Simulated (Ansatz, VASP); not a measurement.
P in VASP and in Ansatz

The input INCAR:

```
ALGO     = Normal         # electronic algorithm
EDIFF    = 1E-6           # SCF threshold, eV
ENCUT    = 520            # plane-wave cutoff, eV
GGA      = PE             # functional
ISIF     = 2              # what is computed and relaxed
ISMEAR   = -1             # smearing method
LASPH    = True           # aspherical terms in the spheres
LCHARG   = True           # write CHGCAR
LELF     = True           # ELF
LREAL    = False          # projectors in reciprocal space
LVHAR    = True         
LWAVE    = False          # write WAVECAR
NBANDS   = 8              # bands
NELM     = 60             # most SCF steps
PREC     = Accurate       # precision mode
SIGMA    = 0.1            # smearing width, eV
```

File KPOINTS:

```
k-points
0
Gamma
  18 18 18
```

The input POSCAR:

```
P
1.0
    0.0000000000      1.7606192863      1.7606192863
    1.7606192863      0.0000000000      1.7606192863
    1.7606192863      1.7606192863      0.0000000000
P
1
Direct
    0.0000000000      0.0000000000      0.0000000000
```

Input for Ansatz:

```yaml
crystal:
  lattice:
    - [0.0, 1.7606192863, 1.7606192863]
    - [1.7606192863, 0.0, 1.7606192863]
    - [1.7606192863, 1.7606192863, 0.0]
  atoms:
    - { symbol: P, position: [0.0, 0.0, 0.0] }
kpoints:
  mp_grid: { grid: [18, 18, 18] }
scf:
  occupations: { method: fermi_dirac, width: 0.1 }
hamiltonian:
  xc: pbe
  pseudopotentials: { kind: all_electron, lapw: { basis_error: 0.001 } }
output:
  forces: true
  stress: true
  eigenvalues: true
  populations: true
```

Change from the starting cell: volume scaled by 0.75, LAPW.

Alike in both runs: task single point; functional PBE; k mesh 18 × 18 × 18; occupations fermi-dirac, width 0.1 eV; no spin polarisation.

```csv
,VASP,Ansatz
version,VASP 6.6.1,Ansatz 0.2.0
potentials or method,"VASP PAW PBE potentials, release 64 (P), cutoff 520 eV","all-electron LAPW, scalar-relativistic"
```

|  | VASP | Ansatz | Ansatz less VASP |
| --- | --- | --- | --- |
| pressure (GPa) | 45.9 | 46.7 | +0.81 |

Both programs put the cell under a high pressure, so it lies far from rest at this level. Ansatz ran all-electron here, and VASP with PAW potentials.
